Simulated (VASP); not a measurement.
# Cu (P1) in VASP: single point with LDA

Aim: the single point of Cu with LDA.

All numbers are computed with VASP 6.6.1; they aren't measurements. Logs are shortened: lines on timing, memory, paths and dates and some standing lists are left out, and cuts for length are marked.

### 1 The cell of the first run

The typed cell holds 4 atoms: a = 2.531 Å, b = 2.531 Å, c = 8.262 Å, α = 90.00°, β = 90.00°, γ = 120.00°.

### 2 Single point, LDA

The input, INCAR:

```
SYSTEM = Cu
PREC = Accurate ; ENCUT = 820
EDIFF = 1E-6 ; ISMEAR = -1
SIGMA = 0.1 ; LREAL = .FALSE.
LASPH = .TRUE. ; NELM = 120
ALGO = Normal ; ISIF = 2
LWAVE = .FALSE. ; LCHARG = .FALSE.
NBANDS = 46 ; GGA_COMPAT = .FALSE.
```

The input, KPOINTS:

```
Automatic mesh
0
G
  7 7 2
  0 0 0
```

The input, POSCAR:

```
Cu
1.0
    2.5307600000      0.0000000000      0.0000000000
   -1.2653800000      2.1917100000      0.0000000000
    0.0000000000      0.0000000000      8.2618200000
Cu
4
Direct
    0.9952300000      0.0002200000      0.9983600000
    0.3277700000      0.6622900000      0.2501700000
    0.0056100000      0.0010200000      0.4991700000
    0.6601900000      0.3208400000      0.7525007741
```

Potentials or basis: VASP PAW LDA potentials, release 64 (Cu_sv_GW).

The run is started by

```bash
$ cat potpaw_LDA.64/Cu_sv_GW/POTCAR > POTCAR
$ mpirun -np 1 vasp_std > vasp.out
```

OUTCAR:

```text
SYSTEM = Cu
   PREC = Accurate
   ENCUT = 820
   EDIFF = 1E-6
   ISMEAR = -1
   LREAL = .FALSE.
   LASPH = .TRUE.
   NELM = 120
   ISIF = 2

 ion  position               nearest neighbor table
   1  0.995  0.000  0.998-   4 2.49   4 2.50   4 2.52   2 2.54   2 2.54   2 2.55
   2  0.328  0.662  0.250-   3 2.52   3 2.52   1 2.54   3 2.54   1 2.54   1 2.55
   3  0.006  0.001  0.499-   2 2.52   2 2.52   4 2.54   2 2.54   4 2.55   4 2.57
   4  0.660  0.321  0.753-   1 2.49   1 2.50   1 2.52   3 2.54   3 2.55   3 2.57

  LATTYP: Found a hexagonal cell.
 ALAT       =     2.5307600000
 C/A-ratio  =     3.2645608434

  Lattice vectors:

 A1 = (   2.5307600000,   0.0000000000,   0.0000000000)
 A2 = (  -1.2653800000,   2.1917100000,   0.0000000000)
 A3 = (   0.0000000000,   0.0000000000,   8.2618200000)

Analysis of symmetry for initial positions (statically):
=====================================================================
 Subroutine PRICEL returns:
 Original cell was already a primitive cell.

 Routine SETGRP: Setting up the symmetry group for a
 hexagonal supercell.

 Subroutine GETGRP returns: Found  1 space group operations
 (whereof  1 operations were pure point group operations)
 out of a pool of 24 trial point group operations.

The static configuration has the point symmetry C_1 .

Analysis of symmetry for dynamics (positions and initial velocities):
=====================================================================
 Subroutine PRICEL returns:
 Original cell was already a primitive cell.

 Routine SETGRP: Setting up the symmetry group for a
 hexagonal supercell.

 Subroutine GETGRP returns: Found  1 space group operations
 (whereof  1 operations were pure point group operations)
 out of a pool of 24 trial point group operations.

The dynamic configuration has the point symmetry C_1 .

 Subroutine INISYM returns: Found  1 space group operations
 (whereof  1 operations are pure point group operations),
 and found     1 'primitive' translations

----------------------------------------------------------------------------------------

                                     Primitive cell

  volume of cell :      45.8258

  direct lattice vectors                    reciprocal lattice vectors
     2.530760000  0.000000000  0.000000000     0.395138219  0.228132372  0.000000000
    -1.265380000  2.191710000  0.000000000     0.000000000  0.456264743  0.000000000
     0.000000000  0.000000000  8.261820000     0.000000000  0.000000000  0.121038706

  length of vectors
     2.530760000  2.530766538  8.261820000     0.456265922  0.456264743  0.121038706

  position of ions in fractional coordinates (direct lattice)
     0.995230000  0.000220000  0.998360000
     0.327770000  0.662290000  0.250170000
     0.005610000  0.001020000  0.499170000
     0.660190000  0.320840000  0.752500774

  ion indices of the primitive-cell ions
   primitive index   ion index
                 1           1
                 2           2
                 3           3
                 4           4

----------------------------------------------------------------------------------------

 KPOINTS: Automatic mesh

Automatic generation of k-mesh.
 Grid dimensions read from file:
 generate k-points for:    7    7    2

 Generating k-lattice:

  Cartesian coordinates                     Fractional coordinates (reciprocal lattice)
     0.056448317  0.032590339  0.000000000     0.142857143 -0.000000000  0.000000000
     0.000000000  0.065180678  0.000000000     0.000000000  0.142857143  0.000000000
     0.000000000  0.000000000  0.060519353     0.000000000  0.000000000  0.500000000

  Length of vectors
     0.065180846  0.065180678  0.060519353

  Shift w.r.t. Gamma in fractional coordinates (k-lattice)
     0.000000000  0.000000000  0.000000000

 Subroutine IBZKPT returns following result:
 ===========================================

 Found     50 irreducible k-points:

 Following reciprocal coordinates:
            Coordinates               Weight
  0.000000  0.000000  0.000000      1.000000
  0.142857  0.000000  0.000000      2.000000
  0.000000  0.142857  0.000000      2.000000
 -0.142857  0.142857  0.000000      2.000000
  0.285714  0.000000  0.000000      2.000000
  0.000000  0.285714  0.000000      2.000000
[... 16 lines left out ...]
  0.285714  0.285714  0.000000      2.000000
 -0.285714 -0.428571  0.000000      2.000000
 [... further k-points ...]
   k-points           NKPTS =     50   k-points in BZ     NKDIM =     50   number of bands    NBANDS=     46
   number of dos      NEDOS =    301   number of ions     NIONS =      4
   total plane-waves  NPLWV =  46080
   dimension x,y,z NGX =    24 NGY =   24 NGZ =   80
   dimension x,y,z NGXF=    48 NGYF=   48 NGZF=  160
   ions per type =               4
   NGX,Y,Z   is equivalent  to a cutoff of  15.77, 15.77, 16.10 a.u.
   NGXF,Y,Z  is equivalent  to a cutoff of  31.53, 31.53, 32.20 a.u.
 SYSTEM =  Cu
   PREC   = accura    normal or accurate (medium, high low for compatibility)
   ISTART =      0    job   : 0-new  1-cont  2-samecut
   ICHARG =      2    charge: 1-file 2-atom 10-const
   ISPIN  =      1    spin polarized calculation?
   LNONCOLLINEAR =      F non collinear calculations
   LSORBIT =      F    spin-orbit coupling
   LASPH  =      T    aspherical Exc in radial PAW
   ENCUT  =  820.0 eV  60.27 Ry    7.76 a.u.   5.91  5.91 19.29*2*pi/ulx,y,z
   NELM   =    120;   NELMIN=  2; NELMDL= -5     # of ELM steps
   EDIFF  = 0.1E-05   stopping-criterion for ELM
   LREAL  =      F    real-space projection
   EDIFFG = 0.1E-04   stopping-criterion for IOM
   NSW    =      0    number of steps for IOM
   IBRION =     -1    ionic relax: 0-MD 1-quasi-New 2-CG
   NFREE  =      0    steps in history (QN), initial steepest desc. (CG)
   ISIF   =      2    stress and relaxation
   ISYM   =      2    0-nonsym 1-usesym 2-fastsym
   POTIM  = 0.5000    time-step for ionic-motion
   TEBEG  =    0.0;   TEEND  =   0.0 temperature during run
   PSTRESS=    0.0 pullay stress
   NELECT =      76.0000    total number of electrons
   NUPDOWN=      -1.0000    fix difference up-down
   EMIN   =  10.00;   EMAX   =-10.00  energy-range for DOS
   EFERMI =   0.00;   METHOD = LEGACY
   ISMEAR =    -1;   SIGMA  =   0.10  broadening in eV -4-tet -1-fermi 0-gaus
   EFERMI_NEDOS =   21; number of points for ismear=-14 and -15
   IALGO  =     38    algorithm
   IMIX   =      4    mixing-type and parameters
     AMIX     =   0.40;   BMIX     =  1.00
     AMIX_MAG =   1.60;   BMIX_MAG =  1.00
  volume/ion in A,a.u.               =      11.46        77.31
  Fermi-wavevector in a.u.,A,eV,Ry     =   1.937802  3.661915 51.090927  3.755077
  Thomas-Fermi vector in A             =   2.968306
   LORBIT       =      0    0 simple, 1 ext, 2 COOP (PROOUT), +10 PAW based schemes
   GGA     = CA    functional components
   LHFCALC =     F    Hartree Fock is set to
   AEXX    =    0.0000 exact exchange contribution
   IVDW    =     0    specifies the selected vdW correction
   LEPSILON=     F    determine dielectric tensor
   LRPA    =     F    only Hartree local field effects (RPA)
 non-spin polarized calculation
  energy-cutoff  :      820.00
  volume of cell :       45.83
 maximum number of plane-waves:      2466
   NGX = 11   NGY = 11   NGZ = 39

 number of electron      76.0000006 magnetization

 Free energy of the ion-electron system (eV)
  ---------------------------------------------------
  ext. energy  EPLUGINS =         0.00000000
  ---------------------------------------------------
  free energy    TOTEN  =       -19.44922334 eV

  energy without entropy =      -19.41769013  energy(sigma->0) =      -19.43345673

 E-fermi :   7.5273     XC(G=0): -14.0199

 val. band max:        7.5138211432   @ k =  -0.4286   0.4286   0.0000
 cond. band min:       7.5329700198   @ k =   0.4286  -0.0000   0.0000
 fundamental gap:      0.0191488766
 Fermi energy:         7.5272799548

 k-point     1 :       0.0000    0.0000    0.0000
  band No.  band energies     occupation
      1    -104.0185      2.00000
      2    -104.0091      2.00000
      3    -104.0028      2.00000
      4    -103.9811      2.00000
      5     -62.0406      2.00000
      6     -61.9792      2.00000
[... 38 lines left out ...]
     45      29.7612      0.00000
     46      29.8549      0.00000

 k-point     2 :       0.1429    0.0000    0.0000
  band No.  band energies     occupation
      1    -104.0157      2.00000
      2    -104.0070      2.00000
      3    -104.0008      2.00000
      4    -103.9791      2.00000
      5     -62.0328      2.00000
      6     -61.9803      2.00000
[... 38 lines left out ...]
     45      25.1360      0.00000
     46      25.2932      0.00000

 k-point     3 :       0.0000    0.1429    0.0000
  band No.  band energies     occupation
      1    -104.0158      2.00000
      2    -104.0070      2.00000
      3    -104.0008      2.00000
      4    -103.9791      2.00000
      5     -62.0329      2.00000
      6     -61.9801      2.00000
[... 38 lines left out ...]
     45      25.1638      0.00000
     46      25.2554      0.00000

 k-point     4 :      -0.1429    0.1429    0.0000
  band No.  band energies     occupation
      1    -104.0157      2.00000
      2    -104.0070      2.00000
      3    -104.0008      2.00000
      4    -103.9791      2.00000
      5     -62.0327      2.00000
      6     -61.9803      2.00000
[... 920 lines left out ...]
     45      17.0129      0.00000
     46      18.3817      0.00000

 k-point    23 :       0.2857    0.2857    0.0000
  band No.  band energies     occupation
      1    -104.0020      2.00000
      2    -103.9984      2.00000
      3    -103.9917      2.00000
      4    -103.9700      2.00000
      5     -62.0128      2.00000
      6     -62.0046      2.00000
[... 38 lines left out ...]
     45      15.4825      0.00000
     46      16.9698      0.00000

 k-point    24 :      -0.2857   -0.4286    0.0000
  band No.  band energies     occupation
      1    -104.0019      2.00000
      2    -103.9984      2.00000
      3    -103.9916      2.00000
      4    -103.9700      2.00000
      5     -62.0131      2.00000
      6     -62.0053      2.00000
[... 38 lines left out ...]
     45      15.4797      0.00000
     46      17.0336      0.00000

 [... further k-points ...]

------------------------ aborting loop because EDIFF is reached ----------------------------------------

  FORCE on cell =-STRESS in cart. coord.  units (eV):
  Direction    XX          YY          ZZ          XY          YZ          ZX
  --------------------------------------------------------------------------------------
  -------------------------------------------------------------------------------------
  Total       -2.7762294     -2.8564613     -2.7701214     -0.0244191     -0.0094764      0.0045073
  in kB      -97.0635440    -99.8686430    -96.8499947     -0.8537501     -0.3313174      0.1575849
  external PRESSURE =     -97.9273939 kB  Pullay stress =       0.0000000 kB

 VOLUME and BASIS-vectors are now :
 -----------------------------------------------------------------------------
  energy-cutoff  :      820.00
  volume of cell :       45.83
      direct lattice vectors                 reciprocal lattice vectors
     2.530760000  0.000000000  0.000000000     0.395138219  0.228132372  0.000000000
    -1.265380000  2.191710000  0.000000000     0.000000000  0.456264743  0.000000000
     0.000000000  0.000000000  8.261820000     0.000000000  0.000000000  0.121038706

 POSITION                                       TOTAL-FORCE (eV/Angst)
 -----------------------------------------------------------------------------------
      2.51841      0.00048      8.24827         0.012769     -0.031691      0.179209
     -0.00854      1.45155      2.06686         0.012725      0.018984     -0.066701
      0.01291      0.00224      4.12405        -0.025620     -0.029594      0.110457
      1.26480      0.70319      6.21703         0.000125      0.042301     -0.222965
 -----------------------------------------------------------------------------------
    total drift:                                0.000299      0.000301     -0.000125

  FREE ENERGIE OF THE ION-ELECTRON SYSTEM (eV)
  ---------------------------------------------------
  free  energy   TOTEN  =       -19.4492233372 eV

  energy  without entropy=      -19.4176901304  energy(sigma->0) =      -19.43345673
```

It took 3.9 min on 1 thread of AMD EPYC 7R43 (Zen 3), shared host; peak memory 0.25 GiB.

Results:

```
Free energy            : -19.4492 eV
Pressure               : -9.8 GPa
Largest force          : 0.227 eV/Å
Band gap on the k mesh : zero (bands 38 and 39 overlap by 4.25 eV)
```

Forces in eV/Å, atoms in the order of the input:
```
Cu   0.013 -0.032  0.179
Cu   0.013  0.019 -0.067
Cu  -0.026 -0.030  0.110
Cu   0.000  0.042 -0.223
```

Stress tensor (GPa, compression positive):
```
-9.71 -0.09  0.02
-0.09 -9.99 -0.03
 0.02 -0.03 -9.68
```

Caveat: the k points lie up to 0.41 Å⁻¹ apart, too coarse for converged energies and pressures of a metal.
